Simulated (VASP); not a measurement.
# CuI (Marshite) (F-43m) in VASP: settings compared, part 2 of 2

VASP 6.6.1.

## 3. Single point, PBEsol

Contents of INCAR:

```
ALGO = Normal ; EDIFF = 1E-6
ENCUT = 520 ; GGA = PS
ISIF = 2 ; ISMEAR = -5
LASPH = True ; LCHARG = True
LELF = True ; LREAL = False
LVHAR = True ; LWAVE = False
NBANDS = 16 ; NELM = 60
PREC = Accurate ; SIGMA = 0.1
```

Contents of KPOINTS:

```
k-points
0
Gamma
  6 6 6
```

Contents of POSCAR:

```
CuI
1.0
    0.0000000000      3.0120429050      3.0120429050
    3.0120429050      0.0000000000      3.0120429050
    3.0120429050      3.0120429050      0.0000000000
Cu I
1 1
Direct
    0.2500000000      0.2500000000      0.2500000000
    0.0000000000      0.0000000000      0.0000000000
```

Potentials or basis: VASP PAW PBE potentials, release 64 (Cu, I).

Command:

```sh
> cat potpaw_PBE.64/Cu/POTCAR potpaw_PBE.64/I/POTCAR > POTCAR
> mpirun -np 1 vasp_std > vasp.out
```

OUTCAR:

```text
EDIFF = 1E-6
   ENCUT = 520
   GGA = PS
   ISIF = 2
   ISMEAR = -5
   LASPH = True
   LREAL = False
   NELM = 60
   PREC = Accurate

 ion  position               nearest neighbor table
   1  0.250  0.250  0.250-   2 2.61   2 2.61   2 2.61   2 2.61
   2  0.000  0.000  0.000-   1 2.61   1 2.61   1 2.61   1 2.61

  LATTYP: Found a face centered cubic cell.
 ALAT       =     6.0240858100

  Lattice vectors:

 A1 = (   0.0000000000,   3.0120429050,   3.0120429050)
 A2 = (   3.0120429050,   0.0000000000,   3.0120429050)
 A3 = (   3.0120429050,   3.0120429050,   0.0000000000)

Analysis of symmetry for initial positions (statically):
=====================================================================
 Subroutine PRICEL returns:
 Original cell was already a primitive cell.

 Routine SETGRP: Setting up the symmetry group for a
 face centered cubic supercell.

 Subroutine GETGRP returns: Found 24 space group operations
 (whereof 24 operations were pure point group operations)
 out of a pool of 48 trial point group operations.

The static configuration has the point symmetry T_d .

[... 150 lines left out ...]

  energy without entropy =       -6.30597698  energy(sigma->0) =       -6.30597698

 E-fermi :   4.5645     XC(G=0):  -9.2283

 val. band max:        4.4932572752   @ k =   0.0000   0.0000   0.0000
 cond. band min:       5.5723624113   @ k =   0.0000   0.0000   0.0000
 fundamental gap:      1.0791051361
 Fermi energy:         4.5645308866

 k-point     1 :       0.0000    0.0000    0.0000
  band No.  band energies     occupation
      1      -9.6349      2.00000
      2       0.7606      2.00000
      3       0.7606      2.00000
      4       0.7606      2.00000
      5       2.5367      2.00000
      6       2.5367      2.00000
[... 281 lines left out ...]
      3       0.1131      2.00000
      4       0.5902      2.00000
      5       2.4825      2.00000
      6       2.4892      2.00000
[... 8 lines left out ...]
     15      16.0916      0.00000
     16      16.5354      0.00000

------------------------ aborting loop because EDIFF is reached ----------------------------------------

  FORCE on cell =-STRESS in cart. coord.  units (eV):
  Direction    XX          YY          ZZ          XY          YZ          ZX
  --------------------------------------------------------------------------------------
  -------------------------------------------------------------------------------------
  Total       -0.4856632     -0.4856632     -0.4856632      0.0000000     -0.0000000      0.0000000
  in kB      -14.2374547    -14.2374547    -14.2374547      0.0000000     -0.0000000      0.0000000
  external PRESSURE =     -14.2374547 kB  Pullay stress =       0.0000000 kB

 VOLUME and BASIS-vectors are now :
 -----------------------------------------------------------------------------
  energy-cutoff  :      520.00
  volume of cell :       54.65
      direct lattice vectors                 reciprocal lattice vectors
     0.000000000  3.012042905  3.012042905    -0.166000291  0.166000291  0.166000291
     3.012042905  0.000000000  3.012042905     0.166000291 -0.166000291  0.166000291
     3.012042905  3.012042905  0.000000000     0.166000291  0.166000291 -0.166000291

 POSITION                                       TOTAL-FORCE (eV/Angst)
 -----------------------------------------------------------------------------------
      1.50602      1.50602      1.50602         0.000000      0.000000      0.000000
      0.00000      0.00000      0.00000        -0.000000     -0.000000     -0.000000
 -----------------------------------------------------------------------------------
    total drift:                               -0.000000     -0.000000     -0.000000

  FREE ENERGIE OF THE ION-ELECTRON SYSTEM (eV)
  ---------------------------------------------------
  free  energy   TOTEN  =        -6.3059769838 eV

  energy  without entropy=       -6.3059769838  energy(sigma->0) =       -6.30597698
```

stdout:

```text
POSCAR found type information on POSCAR CuI
 POSCAR found :  2 types and       2 ions
 scaLAPACK will be used
 -----------------------------------------------------------------------------
|                                                                             |
|                                                                             |
|     You enforced a specific xc type in the INCAR file but a different       |
|     I HOPE YOU KNOW WHAT YOU ARE DOING!                                     |
|                                                                             |
 -----------------------------------------------------------------------------

 LDA part: xc-table for (Slater+PW92), standard interpolation
 POSCAR, INCAR and KPOINTS ok, starting setup
 FFT: planning ... GRIDC
 FFT: planning ... GRID_SOFT
 FFT: planning ... GRID
 WAVECAR not read
 entering main loop
```

Wall time 6.5 s (1 thread of Intel Xeon 6975P-C (Granite Rapids), shared host); peak memory 0.17 GiB.

Results:

| Property | Result |
| --- | --- |
| Free energy | -6.3060 eV |
| Pressure | -1.4 GPa |
| Band gap on the k mesh | 1.08 eV, direct |

Levels at points of the mesh, in eV from the valence-band top:
```
           k point  band 5  band 6  band 7  band 8  band 9  band 10  band 11  band 12  band 13  band 14
(0.00, 0.00, 0.00)   -1.96   -1.96    0.00    0.00    0.00     1.08     4.81     4.81     4.81     8.07
(0.50, 0.00, 0.00)   -1.93   -1.93   -1.88   -0.75   -0.75     2.10     5.34     5.34     7.28     9.08
(0.50, 0.50, 0.00)   -1.99   -1.90   -1.87   -1.58   -1.58     2.57     2.84     9.21     9.81     9.81
```

Caveat: the PAW data sets were made with another functional, which shifts forces and pressure a little; spin-orbit coupling is left out, which moves the levels of the heavy elements. As with any semilocal functional, this PBEsol gap is likely too small.

## 4. Single point, r2SCAN

POSCAR is that of step 3.

Contents of INCAR.step1:

```
PREC = Accurate
ENCUT = 520
ISMEAR = 0
SIGMA = 0.01
LREAL = False
LASPH = True
NELM = 60
NBANDS = 16
GGA = PE
ALGO = Normal
EDIFF = 1E-4
LWAVE = True
LCHARG = False
```

Contents of INCAR.step2:

```
PREC = Accurate
ENCUT = 520
EDIFF = 1E-6
ISMEAR = 0
SIGMA = 0.01
LREAL = False
LASPH = True
NELM = 60
ALGO = Normal
ISIF = 2
LWAVE = False
LCHARG = False
METAGGA = R2SCAN
LMIXTAU = True
NBANDS = 16
ISTART = 1
```

Contents of KPOINTS:

```
regular mesh
0
Gamma
  6 6 6
```

Command:

```sh
> cat potpaw_PBE.64/Cu/POTCAR potpaw_PBE.64/I/POTCAR > POTCAR
> cp INCAR.step1 INCAR
> mpirun -np 1 vasp_std > vasp.out
> cp INCAR.step2 INCAR
> mpirun -np 1 vasp_std > vasp.out
```

It took 21 s on 1 thread of Intel Xeon 6975P-C (Granite Rapids), shared host; peak memory 0.19 GiB.

Results (log left out):

```yaml
Free_energy: -35.7937 eV
Pressure: -0.1 GPa
Band_gap_on_the_k_mesh: 1.67 eV, direct
```

Levels at points of the mesh, in eV from the valence-band top:
| k point | band 5 | band 6 | band 7 | band 8 | band 9 | band 10 | band 11 | band 12 | band 13 | band 14 |
| --- | --- | --- | --- | --- | --- | --- | --- | --- | --- | --- |
| (0.00, 0.00, 0.00) | -1.92 | -1.92 | 0.00 | 0.00 | 0.00 | 1.67 | 5.22 | 5.22 | 5.22 | 8.68 |
| (0.50, 0.00, 0.00) | -1.89 | -1.89 | -1.85 | -0.74 | -0.74 | 2.57 | 5.73 | 5.73 | 7.75 | 9.76 |
| (0.50, 0.50, 0.00) | -1.96 | -1.84 | -1.82 | -1.57 | -1.57 | 2.90 | 3.17 | 9.94 | 10.51 | 10.51 |

Caveat: the PAW data sets were made with another functional, which shifts forces and pressure a little; spin-orbit coupling is left out, which moves the levels of the heavy elements. r2SCAN opens gaps a little over a GGA but as a rule still falls short of measured ones.

## 5. Single point, HSE06

POSCAR is that of step 4.

Contents of INCAR.step1:

```
SYSTEM = CuI
PREC = Accurate ; ENCUT = 520
EDIFF = 1E-5 ; ISMEAR = 0
SIGMA = 0.01 ; LREAL = .FALSE.
LASPH = .TRUE. ; NELM = 80
ALGO = Normal ; ISIF = 2
LWAVE = .TRUE. ; LCHARG = .FALSE.
GGA = PE ; ISYM = 0
NBANDS = 16 ; LUSENCCL = .FALSE.
```

Contents of INCAR.step2:

```
SYSTEM = CuI
PREC = Accurate ; ENCUT = 520
EDIFF = 1E-6 ; ISMEAR = 0
SIGMA = 0.01 ; LREAL = .FALSE.
LASPH = .TRUE. ; NELM = 80
ALGO = Normal ; ISIF = 2
LWAVE = .FALSE. ; LCHARG = .FALSE.
GGA = PE ; LHFCALC = .TRUE.
HFSCREEN = 0.2079 ; PRECFOCK = Normal
ISTART = 1 ; ISYM = 0
NBANDS = 16 ; LUSENCCL = .FALSE.
```

Contents of KPOINTS:

```
regular mesh
0
G
  4 4 4
  0 0 0
```

Potentials or basis: VASP PAW PBE potentials, release 64 (Cu, I).

Command:

```sh
> cat potpaw_PBE.64/Cu/POTCAR potpaw_PBE.64/I/POTCAR > POTCAR
> cp INCAR.step1 INCAR
> mpirun -np 1 vasp_std > vasp.out
> cp INCAR.step2 INCAR
> mpirun -np 1 vasp_std > vasp.out
```

OUTCAR:

```text
SYSTEM = CuI
   PREC = Accurate
   ENCUT = 520
   EDIFF = 1E-6
   ISMEAR = 0
   LREAL = .FALSE.
   LASPH = .TRUE.
   NELM = 80
   ISIF = 2
   GGA = PE
   LHFCALC = .TRUE.
   HFSCREEN = 0.2079
   PRECFOCK = Normal
   ISTART = 1
   ISYM = 0

 ion  position               nearest neighbor table
   1  0.250  0.250  0.250-   2 2.61   2 2.61   2 2.61   2 2.61
   2  0.000  0.000  0.000-   1 2.61   1 2.61   1 2.61   1 2.61

IMPORTANT INFORMATION: All symmetrisations will be switched off!
NOSYMM: (Re-)initialisation of all symmetry stuff for point group C_1.

----------------------------------------------------------------------------------------

                                     Primitive cell

  volume of cell :      54.6529

  direct lattice vectors                    reciprocal lattice vectors
     0.000000000  3.012042905  3.012042905    -0.166000291  0.166000291  0.166000291
     3.012042905  0.000000000  3.012042905     0.166000291 -0.166000291  0.166000291
     3.012042905  3.012042905  0.000000000     0.166000291  0.166000291 -0.166000291

  length of vectors
     4.259671927  4.259671927  4.259671927     0.287520939  0.287520939  0.287520939

[... 139 lines left out ...]
 cond. band min:       6.3317927710   @ k =   0.0000   0.0000   0.0000
 fundamental gap:      2.6323511611
 Fermi energy:         3.8164835980

 k-point     1 :       0.0000    0.0000    0.0000
  band No.  band energies     occupation
      1     -11.1545      2.00000
      2      -0.3924      2.00000
      3      -0.3924      2.00000
      4      -0.3923      2.00000
      5       1.1291      2.00000
      6       1.1291      2.00000
[... 433 lines left out ...]
      3      -0.5847      2.00000
      4      -0.2365      2.00000
      5       1.0746      2.00000
      6       1.1667      2.00000
[... 8 lines left out ...]
     15      16.4188      0.00000
     16      17.2416      0.00000

 [... further k-points ...]

------------------------ aborting loop because EDIFF is reached ----------------------------------------

  FORCE on cell =-STRESS in cart. coord.  units (eV):
  Direction    XX          YY          ZZ          XY          YZ          ZX
  --------------------------------------------------------------------------------------
  -------------------------------------------------------------------------------------
  Total        0.4705889      0.4706407      0.4705381      0.0000429      0.0000354      0.0000095
  in kB       13.7955432     13.7970628     13.7940531      0.0012576      0.0010369      0.0002793
  external PRESSURE =      13.7955530 kB  Pullay stress =       0.0000000 kB

 VOLUME and BASIS-vectors are now :
 -----------------------------------------------------------------------------
  energy-cutoff  :      520.00
  volume of cell :       54.65
      direct lattice vectors                 reciprocal lattice vectors
     0.000000000  3.012042905  3.012042905    -0.166000291  0.166000291  0.166000291
     3.012042905  0.000000000  3.012042905     0.166000291 -0.166000291  0.166000291
     3.012042905  3.012042905  0.000000000     0.166000291  0.166000291 -0.166000291

 POSITION                                       TOTAL-FORCE (eV/Angst)
 -----------------------------------------------------------------------------------
      1.50602      1.50602      1.50602         0.000006      0.000008     -0.000006
      0.00000      0.00000      0.00000        -0.000006     -0.000008      0.000006
 -----------------------------------------------------------------------------------
    total drift:                               -0.000016     -0.000012     -0.000021

  FREE ENERGIE OF THE ION-ELECTRON SYSTEM (eV)
  ---------------------------------------------------
  free  energy   TOTEN  =        -6.4280892745 eV

  energy  without entropy=       -6.4280892745  energy(sigma->0) =       -6.42808927
```

It took 34 min on 1 × NVIDIA H100 80GB with 1 thread of AMD EPYC 7R13 (Zen 3), shared host; peak memory 1.2 GiB.

What came out:

```yaml
Free_energy: -6.4281 eV
Pressure: 1.4 GPa
Band_gap_on_the_k_mesh: 2.63 eV, direct
```

Levels at points of the mesh, in eV from the valence-band top:
```tsv
k point	band 6	band 7	band 8	band 9	band 10	band 11	band 12	band 13
(0.00, 0.00, 0.00)	-2.57	0.00	0.00	0.00	2.63	6.27	6.27	6.27
(0.50, 0.00, 0.00)	-2.55	-2.49	-0.86	-0.86	3.60	6.78	6.78	8.84
(0.00, 0.50, 0.00)	-2.55	-2.49	-0.86	-0.86	3.60	6.78	6.78	8.84
(0.00, 0.00, 0.50)	-2.55	-2.49	-0.86	-0.86	3.60	6.78	6.78	8.84
(0.50, 0.50, 0.50)	-2.55	-2.49	-0.86	-0.86	3.60	6.78	6.78	8.84
(0.50, 0.50, 0.00)	-2.49	-2.37	-2.01	-2.01	3.84	4.24	11.00	11.66
(0.00, 0.50, 0.50)	-2.49	-2.37	-2.01	-2.01	3.84	4.24	11.00	11.66
(0.50, 0.00, 0.50)	-2.49	-2.37	-2.01	-2.01	3.84	4.24	11.00	11.66
```

Caveat: the k points lie up to 0.45 Å⁻¹ apart; the PAW data sets were made with another functional, which shifts forces and pressure a little; spin-orbit coupling is left out, which moves the levels of the heavy elements.

## 6. Overview

| level | k mesh | smearing | grid for exact exchange (PRECFOCK) | screening parameter | gap on the mesh (eV) | pressure (GPa) |
| --- | --- | --- | --- | --- | --- | --- |
| PBEsol | 6 × 6 × 6 | gaussian 0.2 eV | - | - | 1.08 | -1.4 |
| PBEsol | 6 × 6 × 6 | tetrahedron | - | - | 1.08 | -1.4 |
| r2SCAN | 6 × 6 × 6 | gaussian 0.01 eV | - | - | 1.67 | -0.1 |
| HSE06 | 4 × 4 × 4 | gaussian 0.01 eV | Normal | 0.2079 1/Å | 2.63 | 1.4 |

Alike in all rows: task single point; potentials or basis VASP PAW PBE potentials, release 64 (Cu, I); no spin polarisation; cell as given; cutoff (eV) 520.

Caveats: some runs use coarse meshes; the PAW data sets were made with another functional, which shifts forces and pressure a little; spin-orbit coupling is left out, which moves the levels of the heavy elements.

Total energies depend on the potentials used, so only differences within one code and one set of settings carry meaning.
